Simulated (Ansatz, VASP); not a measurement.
# P in VASP and in Ansatz

```
P
1.0
     0.00000    2.72176    2.72176
     2.72176    0.00000    2.72176
     2.72176    2.72176    0.00000
P
2
Cartesian
  0.0000 0.0000 0.0000
  1.3609 1.3609 1.3609
```

Change from the starting cell: volume scaled by 0.98.

Alike in both runs: task single point; functional PBE; k mesh 11 × 11 × 11; occupations fermi-dirac, width 0.08 eV; no spin polarisation.

```csv
,VASP,Ansatz
version,VASP 6.6.1,Ansatz 0.2.0
potentials or method,"VASP PAW PBE potentials, release 64 (P), cutoff 520 eV","all-electron LAPW, scalar-relativistic"
```

VASP gave:

```
pressure (GPa) : 0.8
```

Problem. What did Ansatz give for the same quantities?

Solution. Pressure (GPa): 0.9.

Ansatz ran all-electron here, and VASP with PAW potentials.
